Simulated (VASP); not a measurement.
Wanted: the native input for a VASP 6.6.1 run.

```yaml
Task: single point
Functional: PBE
Potentials_or_basis: VASP PAW PBE potentials, release 64 (I)
Cutoff: 520 eV
k_mesh: 7 × 7 × 3
Occupations: fermi-dirac, width 0.05 eV
Spin: no spin polarisation
Dipole_correction: no
Further_INCAR_settings: ALGO = Normal; EDIFF = 1e-06; NBANDS = 22
```

The structure of I lies in POSCAR:

```
I
1.0
    4.4287290083     -2.3090063755      0.0000000000
    4.4287290083      2.3090063755      0.0000000000
    0.0000000000      0.0000000000      9.7927862576
I
4
Direct
    0.6600703317      0.3399296683      0.3780893232
    0.1600703317      0.8399296683      0.1219106768
    0.3399296683      0.6600703317      0.6219106768
    0.8399296683      0.1600703317      0.8780893232
```

These files were run (other wordings do the same):

INCAR

```
SYSTEM = I
  PREC = Accurate
  ENCUT = 520
  EDIFF = 1E-6
  ISMEAR = -1
  SIGMA = 0.05
  LREAL = .False.
  LASPH = .True.
  NELM = 100
  ALGO = Normal
  ISIF = 2
  LWAVE = .False.
  LCHARG = .False.
  GGA = PE
  NBANDS = 22
```

KPOINTS

```
Automatic mesh
0
Gamma
  7 7 3
  0 0 0
```

Potentials or basis: VASP PAW PBE potentials, release 64 (I).

The run is started by

```console
$ cat potpaw_PBE.64/I/POTCAR > POTCAR
$ mpirun -np 1 vasp_std > vasp.out
```

It gave:

The pressure is 0.1 GPa. The largest force is 0.009 eV/Å and the band gap on the k mesh is 1.05 eV (least direct gap 1.10 eV).

Caveat: spin-orbit coupling is left out, which moves the levels of the heavy elements.

Run time: 4.4 min on 1 thread of Oxide Virtual Turin-like Processor (shared host), peak memory 0.36 GiB.
